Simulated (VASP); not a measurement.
Crystal: Ga2SbP3.

```xyz
6
Lattice="4.1467 0.0000 0.0000 -2.0733 3.5911 0.0000 0.0000 0.0000 10.2558" Properties=species:S:1:pos:R:3 pbc="T T T"
Ga    0.0000    2.3941    6.9639
Ga    2.0733    1.1970    3.2919
Sb    0.0000    0.0000    0.0000
P     0.0000    2.3941    1.4665
P     2.0733    1.1970    8.7893
P     0.0000    0.0000    5.1279
```

* Program: VASP 6.6.1
* Task: relaxation of cell and atoms
* Functional: PBEsol
* Potentials or basis: VASP PAW PBE potentials, release 64 (Ga_d, Sb, P)
* Cutoff: 600 eV
* k mesh: 6 × 6 × 2
* Occupations: fermi-dirac, width 0.03 eV
* Spin: no spin polarisation

At the start: pressure -11.9 GPa; volume 25.45 Å³/atom.

Question: How do energy, volume and symmetry change on relaxing?

Answer: Over 16 steps the energy falls by 491.7 meV/atom and the volume is 18.07 Å³/atom (-29.0 %); space group P-3m1 (No. 164, to 0.1 Å) before and after.

The path:
| step | energy change (eV) | largest force (eV/Å) | pressure (GPa) | volume (Å³) |
| --- | --- | --- | --- | --- |
| 1 | 0.0000 | 0.5877 | -11.89 | 152.72 |
| 2 | -1.9740 | 2.2399 | -0.10 | 114.65 |
| 3 | -1.9769 | 2.3264 | 0.90 | 113.35 |
| 4 | -2.4850 | 1.4810 | 2.22 | 108.87 |
| 5 | -2.6907 | 0.3344 | 9.49 | 99.38 |
| 6 | -2.7662 | 0.5998 | 5.80 | 102.92 |
| 7 | -2.8665 | 0.2034 | -4.24 | 113.87 |
| 8 | -2.9269 | 0.3597 | -0.84 | 109.53 |
| 9 | -2.9458 | 0.1602 | -0.45 | 108.97 |
| 10 | -2.9497 | 0.0214 | -0.17 | 108.61 |
| 11 | -2.9497 | 0.0113 | -0.13 | 108.59 |
| 12 | -2.9501 | 0.0167 | 0.08 | 108.29 |
| 13 | -2.9501 | 0.0168 | 0.12 | 108.26 |
| 14 | -2.9503 | 0.0159 | -0.01 | 108.39 |
| 15 | -2.9503 | 0.0171 | 0.01 | 108.39 |
| 16 | -2.9503 | 0.0064 | -0.06 | 108.42 |

Final structure:
```
Ga Sb P
1.0
     3.72119    0.00000    0.00000
    -1.86059    3.22264    0.00000
     0.00000    0.00000    9.04061
Ga Sb P
2 1 3
Cartesian
  0.0000 2.1484 5.9183
  1.8606 1.0742 3.1223
  0.0000 0.0000 0.0000
  0.0000 2.1484 1.6558
  1.8606 1.0742 7.3848
  -1.8606 3.2226 4.5203
```

Caveat: the volume moved by over 15 % at a fixed basis, so the end points are rough; the PAW data sets were made with another functional, which shifts forces and pressure a little.
